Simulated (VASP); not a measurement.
# Al2Cu in VASP: notebook

The runs below take Al2Cu through single point, with r2SCAN.

All numbers are computed with VASP 6.6.1; they aren't measurements. Logs are shortened: lines on timing, memory, paths and dates and some standing lists are left out, and cuts for length are marked.

**1. The cell of the first run**

Symmetry: Immm, No. 71, orthorhombic system. The conventional cell has a = 3.974 Å, b = 4.076 Å, c = 5.750 Å, α = 90.00°, β = 90.00°, γ = 90.00°. Within 3.3 Å of Al (site symmetry mm2) lie 4 Cu at 2.46 to 2.48 Å and 6 Al at 2.84 to 2.91 Å. Cu (site symmetry mmm) has 8 Al at 2.46 to 2.48 Å within 3.3 Å.

**2. Single point, r2SCAN (uniaxial strain along a: -2.0 %, then relaxed in part)**

Contents of POSCAR:

```
Al2Cu
1.0
    2.8097320319      2.8097320319      0.0000000000
   -2.8821504625      2.8821504625      0.0000000000
    0.0000000000      0.0000000000      5.7497273275
Al Cu
4 2
Direct
    0.5000000000      0.0000000000      0.2471961999
    0.0000000000      0.5000000000      0.2528038001
    0.0000000000      0.5000000000      0.7471961999
    0.5000000000      0.0000000000      0.7528038001
    0.0000000000      0.0000000000      0.5000000000
    0.5000000000      0.5000000000      0.0000000000
```

Contents of INCAR.step1:

```
SYSTEM = Al2Cu
ALGO = Normal
EDIFF = 1E-4
ENCUT = 520
GGA = PE
ISMEAR = 0
LASPH = .True.
LCHARG = .False.
LREAL = .False.
LWAVE = .True.
NBANDS = 26
NELM = 60
PREC = Accurate
SIGMA = 0.1
```

Contents of INCAR.step2:

```
SYSTEM = Al2Cu
ALGO = Normal
EDIFF = 1E-7
ENCUT = 520
ISIF = 2
ISMEAR = 0
ISTART = 1
LASPH = .True.
LCHARG = .False.
LMIXTAU = .True.
LREAL = .False.
LWAVE = .False.
METAGGA = R2SCAN
NBANDS = 26
NELM = 60
PREC = Accurate
SIGMA = 0.1
```

Contents of KPOINTS:

```
k-points
0
Gamma
  10 10 6
  0 0 0
```

Potentials or basis: VASP PAW PBE potentials, release 64 (Al, Cu).

Run with:

```console
$ cat potpaw_PBE.64/Al/POTCAR potpaw_PBE.64/Cu/POTCAR > POTCAR
$ cp INCAR.step1 INCAR
$ mpirun -np 1 vasp_std > vasp.out
$ cp INCAR.step2 INCAR
$ mpirun -np 1 vasp_std > vasp.out
```

OUTCAR:

```text
SYSTEM = Al2Cu
   EDIFF = 1E-7
   ENCUT = 520
   ISIF = 2
   ISMEAR = 0
   ISTART = 1
   LASPH = .True.
   LREAL = .False.
   METAGGA = R2SCAN
   NELM = 60
   PREC = Accurate

 ion  position               nearest neighbor table
   1  0.500  0.000  0.247-   5 2.46   5 2.46   6 2.48   6 2.48   4 2.84   2 2.85   2 2.85   2 2.85
                             2 2.85   4 2.91
   2  0.000  0.500  0.253-   6 2.46   6 2.46   5 2.48   5 2.48   3 2.84   1 2.85   1 2.85   1 2.85
                             1 2.85   3 2.91
   3  0.000  0.500  0.747-   6 2.46   6 2.46   5 2.48   5 2.48   2 2.84   4 2.85   4 2.85   4 2.85
                             4 2.85   2 2.91
   4  0.500  0.000  0.753-   5 2.46   5 2.46   6 2.48   6 2.48   1 2.84   3 2.85   3 2.85   3 2.85
                             3 2.85   1 2.91
   5  0.000  0.000  0.500-   1 2.46   4 2.46   1 2.46   4 2.46   2 2.48   3 2.48   3 2.48   2 2.48

   6  0.500  0.500  0.000-   2 2.46   3 2.46   2 2.46   3 2.46   1 2.48   4 2.48   1 2.48   4 2.48

  LATTYP: Found a simple orthorhombic cell.
 ALAT       =     3.9735611461
 B/A-ratio  =     1.0257741414
 C/A-ratio  =     1.4469960612

  Lattice vectors:

 A1 = (   2.8097320319,   2.8097320319,   0.0000000000)
 A2 = (  -2.8821504625,   2.8821504625,   0.0000000000)
 A3 = (   0.0000000000,   0.0000000000,   5.7497273275)

Analysis of symmetry for initial positions (statically):
=====================================================================
 Subroutine PRICEL returns following result:

  LATTYP: Found a body centered orthorhombic cell.
 ALAT       =     3.9735611461
 B/A-ratio  =     1.0257741414
 C/A-ratio  =     1.4469960612

  Lattice vectors:

 A1 = (   0.0362092153,  -2.8459412472,  -2.8748636637)
 A2 = (  -0.0362092153,   2.8459412472,  -2.8748636637)
 A3 = (   2.8459412472,  -0.0362092153,   2.8748636637)

   2 primitive cells build up your supercell.

 Routine SETGRP: Setting up the symmetry group for a
 simple orthorhombic supercell.

 Subroutine GETGRP returns: Found  8 space group operations
 (whereof  8 operations were pure point group operations)
 out of a pool of  8 trial point group operations.

The static configuration has the point symmetry D_2h.

Analysis of symmetry for dynamics (positions and initial velocities):
=====================================================================
 Subroutine PRICEL returns following result:
[... 123 lines left out ...]
   EDIFF  = 0.1E-06   stopping-criterion for ELM
   LREAL  =      F    real-space projection
   EDIFFG = 0.1E-05   stopping-criterion for IOM
   NSW    =      0    number of steps for IOM
   IBRION =     -1    ionic relax: 0-MD 1-quasi-New 2-CG
   NFREE  =      0    steps in history (QN), initial steepest desc. (CG)
   ISIF   =      2    stress and relaxation
   ISYM   =      2    0-nonsym 1-usesym 2-fastsym
   POTIM  = 0.5000    time-step for ionic-motion
   TEBEG  =    0.0;   TEEND  =   0.0 temperature during run
   PSTRESS=    0.0 pullay stress
   NELECT =      34.0000    total number of electrons
   NUPDOWN=      -1.0000    fix difference up-down
   EMIN   =  10.00;   EMAX   =-10.00  energy-range for DOS
   EFERMI =   0.00;   METHOD = LEGACY
   ISMEAR =     0;   SIGMA  =   0.10  broadening in eV -4-tet -1-fermi 0-gaus
   EFERMI_NEDOS =   21; number of points for ismear=-14 and -15
   IALGO  =     38    algorithm
   IMIX   =      4    mixing-type and parameters
     AMIX     =   0.40;   BMIX     =  1.00
     AMIX_MAG =   1.60;   BMIX_MAG =  1.00
  volume/ion in A,a.u.               =      15.52       104.74
  Fermi-wavevector in a.u.,A,eV,Ry     =   1.170078  2.211127 18.627504  1.369083
  Thomas-Fermi vector in A             =   2.306542
   LORBIT       =      0    0 simple, 1 ext, 2 COOP (PROOUT), +10 PAW based schemes
   METAGGA = R2SCAN    functional components
   LHFCALC =     F    Hartree Fock is set to
   AEXX    =    0.0000 exact exchange contribution
   IVDW    =     0    specifies the selected vdW correction
   LEPSILON=     F    determine dielectric tensor
   LRPA    =     F    only Hartree local field effects (RPA)
 non-spin polarized calculation
 Gauss-broadening in eV      SIGMA  =   0.10
  energy-cutoff  :      520.00
  volume of cell :       93.12
 maximum number of plane-waves:      2536
 NGX is ok and might be reduce to    30
   NGX = 15   NGY = 15   NGZ = 21

 number of electron      33.9999995 magnetization

 Free energy of the ion-electron system (eV)
  ---------------------------------------------------
  ext. energy  EPLUGINS =         0.00000000
  ---------------------------------------------------
  free energy    TOTEN  =       -49.82076821 eV

  energy without entropy =      -49.81376520  energy(sigma->0) =      -49.81726670

 E-fermi :   7.2192     XC(G=0): -11.2824

 val. band max:        7.2141112398   @ k =   0.2000   0.3000   0.0000
 cond. band min:       7.2287732442   @ k =   0.2000   0.3000   0.1667
 fundamental gap:      0.0146620043
 Fermi energy:         7.2192185267

 k-point     1 :       0.0000    0.0000    0.0000
  band No.  band energies     occupation
      1      -3.7029      2.00000
      2       0.6159      2.00000
      3       0.9268      2.00000
      4       1.8268      2.00000
      5       2.3531      2.00000
      6       2.3766      2.00000
[... 685 lines left out ...]
     25      17.3348      0.00000
     26      17.3348      0.00000

 [... further k-points ...]

------------------------ aborting loop because EDIFF is reached ----------------------------------------

  FORCE on cell =-STRESS in cart. coord.  units (eV):
  Direction    XX          YY          ZZ          XY          YZ          ZX
  --------------------------------------------------------------------------------------
  -------------------------------------------------------------------------------------
  Total        1.1121391      1.1121391     -0.0629579      1.2025688      0.0000000      0.0000000
  in kB       19.1342255     19.1342255     -1.0831833     20.6900585      0.0000000      0.0000000
  external PRESSURE =      12.3950892 kB  Pullay stress =       0.0000000 kB

 VOLUME and BASIS-vectors are now :
 -----------------------------------------------------------------------------
  energy-cutoff  :      520.00
  volume of cell :       93.12
      direct lattice vectors                 reciprocal lattice vectors
     2.809732032  2.809732032  0.000000000     0.177952913  0.177952913  0.000000000
    -2.882150462  2.882150462  0.000000000    -0.173481574  0.173481574  0.000000000
     0.000000000  0.000000000  5.749727327     0.000000000  0.000000000  0.173921291

 POSITION                                       TOTAL-FORCE (eV/Angst)
 -----------------------------------------------------------------------------------
      1.40487      1.40487      1.42131        -0.000000      0.000000     -0.000646
     -1.44108      1.44108      1.45355        -0.000000      0.000000      0.000646
     -1.44108      1.44108      4.29617        -0.000000      0.000000     -0.000646
      1.40487      1.40487      4.32842        -0.000000      0.000000      0.000646
      0.00000      0.00000      2.87486        -0.000000      0.000000      0.000000
     -0.03621      2.84594      0.00000         0.000000     -0.000000      0.000000
 -----------------------------------------------------------------------------------
    total drift:                               -0.000000      0.000000     -0.000000

  FREE ENERGIE OF THE ION-ELECTRON SYSTEM (eV)
  ---------------------------------------------------
  free  energy   TOTEN  =       -49.8207682062 eV

  energy  without entropy=      -49.8137652024  energy(sigma->0) =      -49.81726670
```

It took 24 min on 1 thread of Intel Xeon Platinum 8488C (Sapphire Rapids), shared host; peak memory 0.41 GiB.

What came out:

| Property | Result |
| --- | --- |
| Free energy | -49.8208 eV |
| Pressure | 1.2 GPa |
| Band gap on the k mesh | zero (bands 17 and 18 overlap by 4.46 eV) |

Caveat: the cell differs from its parent crystal (uniaxial strain along a: -2.0 %, then relaxed in part); the PAW data sets were made with another functional, which shifts forces and pressure a little.

**3. Single point, r2SCAN**

This run uses another cell than the first one, of 15.71 Å³/atom.

Contents of POSCAR:

```
Al2Cu
1.0
    2.8670735021      2.8670735021      0.0000000000
   -2.8670735021      2.8670735021      0.0000000000
    0.0000000000      0.0000000000      5.7341470042
Al Cu
4 2
Direct
    0.5000000000      0.0000000000      0.2500000000
    0.0000000000      0.5000000000      0.2500000000
    0.0000000000      0.5000000000      0.7500000000
    0.5000000000      0.0000000000      0.7500000000
    0.0000000000      0.0000000000      0.5000000000
    0.5000000000      0.5000000000      0.0000000000
```

Contents of INCAR.step1:

```
SYSTEM = Al2Cu
PREC     = Accurate       ! precision mode
ENCUT    = 520            ! plane-wave cutoff, eV
ISMEAR   = 0              ! smearing method
SIGMA    = 0.1            ! smearing width, eV
LREAL    = .FALSE.        ! projectors in reciprocal space
LASPH    = .TRUE.         ! aspherical terms in the spheres
NELM     = 100            ! most SCF steps
NBANDS   = 26             ! bands
GGA      = PE             ! functional
ALGO     = Normal         ! electronic algorithm
EDIFF    = 1E-4           ! SCF threshold, eV
LWAVE    = .TRUE.         ! write WAVECAR
LCHARG   = .FALSE.        ! write CHGCAR
```

Contents of INCAR.step2:

```
SYSTEM = Al2Cu
PREC     = Accurate       ! precision mode
ENCUT    = 520            ! plane-wave cutoff, eV
EDIFF    = 1E-6           ! SCF threshold, eV
ISMEAR   = 0              ! smearing method
SIGMA    = 0.1            ! smearing width, eV
LREAL    = .FALSE.        ! projectors in reciprocal space
LASPH    = .TRUE.         ! aspherical terms in the spheres
NELM     = 100            ! most SCF steps
ALGO     = Normal         ! electronic algorithm
ISIF     = 2              ! what is computed and relaxed
LWAVE    = .FALSE.        ! write WAVECAR
LCHARG   = .FALSE.        ! write CHGCAR
METAGGA  = R2SCAN         ! meta-GGA
LMIXTAU  = .TRUE.       
NBANDS   = 26             ! bands
ISTART   = 1
```

Contents of KPOINTS:

```
Automatic mesh
0
G
  10 10 6
  0 0 0
```

Potentials or basis: VASP PAW PBE potentials, release 64 (Al, Cu).

Run with:

```console
$ cat potpaw_PBE.64/Al/POTCAR potpaw_PBE.64/Cu/POTCAR > POTCAR
$ cp INCAR.step1 INCAR
$ mpirun -np 1 vasp_std > vasp.out
$ cp INCAR.step2 INCAR
$ mpirun -np 1 vasp_std > vasp.out
```

Wall time 20 min (1 thread of Intel Xeon 8259CL, shared host); peak memory 0.33 GiB.

The run converged, but its numbers aren't listed here, since they failed a check.

Caveat: the PAW data sets were made with another functional, which shifts forces and pressure a little.

**4. Single point, r2SCAN (uniaxial strain along c: +2.0 %)**

POSCAR: that of step 3 with these lines changed.

```diff
@@ -2,5 +2,5 @@
 1.0
-    2.8670735021      2.8670735021      0.0000000000
-   -2.8670735021      2.8670735021      0.0000000000
-    0.0000000000      0.0000000000      5.7341470042
+    2.8527381346      2.8527381346      0.0000000000
+   -2.8527381346      2.8527381346      0.0000000000
+    0.0000000000      0.0000000000      5.8488299443
 Al Cu
```

Contents of INCAR.step1:

```
ALGO = Normal
EDIFF = 1E-4
ENCUT = 520
GGA = PE
ISMEAR = 0
LASPH = T
LCHARG = F
LREAL = F
LWAVE = T
NBANDS = 26
NELM = 100
PREC = Accurate
SIGMA = 0.1
```

Contents of INCAR.step2:

```
ALGO = Normal
EDIFF = 1E-7
ENCUT = 520
ISIF = 2
ISMEAR = 0
ISTART = 1
LASPH = T
LCHARG = F
LMIXTAU = T
LREAL = F
LWAVE = F
METAGGA = R2SCAN
NBANDS = 26
NELM = 100
PREC = Accurate
SIGMA = 0.1
```

Contents of KPOINTS:

```
k-points
0
Gamma
  10 10 6
```

Run with:

```console
$ cat potpaw_PBE.64/Al/POTCAR potpaw_PBE.64/Cu/POTCAR > POTCAR
$ cp INCAR.step1 INCAR
$ mpirun -np 1 vasp_std > vasp.out
$ cp INCAR.step2 INCAR
$ mpirun -np 1 vasp_std > vasp.out
```

It took 25 min on 1 thread of Intel Xeon 8259CL, shared host; peak memory 0.33 GiB.

It converged, with:

| Quantity | Value |
| --- | --- |
| Free energy | -49.8189 eV |
| Pressure | -1.1 GPa |
| Band gap on the k mesh | zero (bands 17 and 18 overlap by 4.45 eV) |

Stress tensor (GPa, compression positive):
```
 0.15  0.00  0.00
 0.00  0.15  0.00
 0.00  0.00 -3.55
```

Levels at points of the mesh, in eV from the Fermi level:
```csv
k point,band 15,band 16,band 17,band 18,band 19,band 20
"(0.00, 0.00, 0.00)",-2.04,0.71,1.84,2.86,2.96,2.96
"(0.50, 0.00, 0.00)",-2.89,-2.89,0.44,0.44,2.86,2.86
"(0.50, 0.50, 0.00)",-2.31,-2.31,-2.12,-2.12,0.39,0.39
"(0.00, 0.00, 0.50)",-0.55,-0.55,-0.55,-0.55,1.41,1.41
"(0.50, 0.00, 0.50)",0.45,0.45,0.69,0.69,2.95,2.95
"(0.50, 0.50, 0.50)",-3.74,-3.74,-2.61,-2.61,4.22,4.22
```

Caveat: the cell differs from its parent crystal (uniaxial strain along c: +2.0 %); the PAW data sets were made with another functional, which shifts forces and pressure a little.

The gap in the log of VASP goes by the Fermi energy; the results here count the filled bands.